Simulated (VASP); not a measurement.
A run of VASP 6.6.1:

Contents of INCAR:

```
SYSTEM = Si3P4
PREC = Accurate
ENCUT = 520
EDIFF = 1E-7
ISMEAR = 0
SIGMA = 0.1
LREAL = .False.
LASPH = .True.
NELM = 100
ALGO = Normal
ISIF = 2
LWAVE = .False.
LCHARG = .True.
GGA = PE
LELF = .True.
LVHAR = .True.
NBANDS = 45
```

KPOINTS

```
regular mesh
0
Gamma
  8 8 8
  0 0 0
```

The input POSCAR:

```
Si3P4
1.0
    0.0000000000      4.9481670485      4.9481670485
    4.9481670485      0.0000000000      4.9481670485
    4.9481670485      4.9481670485      0.0000000000
Si P
6 8
Direct
    0.2500000000      0.2500000000      0.2500000000
    0.0000000000      0.0000000000      0.0000000000
    0.1250000000      0.6250000000      0.6250000000
    0.6250000000      0.6250000000      0.1250000000
    0.6250000000      0.1250000000      0.6250000000
    0.6250000000      0.6250000000      0.6250000000
    0.8653749015      0.4038752955      0.8653749015
    0.3846250985      0.3846250985      0.3846250985
    0.4038752955      0.8653749015      0.8653749015
    0.3846250985      0.3846250985      0.8461247045
    0.3846250985      0.8461247045      0.3846250985
    0.8653749015      0.8653749015      0.4038752955
    0.8461247045      0.3846250985      0.3846250985
    0.8653749015      0.8653749015      0.8653749015
```

Potentials or basis: VASP PAW PBE potentials, release 64 (Si, P).

The run is started by

```bash
$ cat potpaw_PBE.64/Si/POTCAR potpaw_PBE.64/P/POTCAR > POTCAR
$ mpirun -np 1 vasp_std > vasp.out
```

Hardware: 1 thread of Intel(R) Xeon(R) Platinum 8488C (Sapphire Rapids) (shared host).

**Question.** Estimate the wall time of this run.

**Answer.** Run time: 8.1 min on 1 thread of Intel(R) Xeon(R) Platinum 8488C (Sapphire Rapids), with other jobs on the host, peak memory 0.52 GiB. Counts: scf iterations 14, k points 29.
